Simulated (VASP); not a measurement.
The system is AlBiO4.

```
CELL_PARAMETERS angstrom
4.50249 0.00000 0.00000
0.00000 4.50249 0.00000
0.00000 0.00000 4.50249
ATOMIC_POSITIONS crystal
Al 0.00000 0.00000 0.00000
Bi 0.50000 0.50000 0.50000
O 0.21807 0.21807 0.21807
O 0.78193 0.78193 0.21807
O 0.78193 0.21807 0.78193
O 0.21807 0.78193 0.78193
```

The cell was generated, and may not be a known phase.

- Program: VASP 6.6.1
- Task: relaxation of cell and atoms
- Functional: PBE
- Potentials or basis: VASP PAW PBE potentials, release 64 (Al, Bi_d, O)
- Cutoff: 600 eV
- k mesh: 4 × 4 × 4
- Occupations: gaussian, width 0.1 eV
- Spin: no spin polarisation

At the start: pressure 0.2 GPa; volume 15.21 Å³/atom.

Problem. Where does the relaxation end?

Solution. Over 6 steps the energy falls by 157.6 meV/atom and the volume is 13.64 Å³/atom (-10.3 %); space group P-43m (No. 215, to 0.1 Å) before and after.

The path:
| step | energy change (eV) | largest force (eV/Å) | pressure (GPa) | volume (Å³) |
| --- | --- | --- | --- | --- |
| 1 | 0.0000 | 2.4703 | 0.16 | 91.28 |
| 2 | -0.5667 | 0.0560 | -10.92 | 91.48 |
| 3 | -0.5667 | 0.0247 | -10.99 | 91.48 |
| 4 | -0.6641 | 2.4068 | 0.76 | 82.39 |
| 5 | -0.7892 | 1.1463 | -5.50 | 85.86 |
| 6 | -0.9453 | 0.0156 | -0.32 | 81.86 |

Final structure:
```
Al Bi O
1.0
     4.34204    0.00000    0.00000
     0.00000    4.34204    0.00000
     0.00000    0.00000    4.34204
Al Bi O
1 1 4
Direct
  0.00000 0.00000 0.00000
  0.50000 0.50000 0.50000
  0.23427 0.23427 0.23427
  0.76573 0.76573 0.23427
  0.76573 0.23427 0.76573
  0.23427 0.76573 0.76573
```
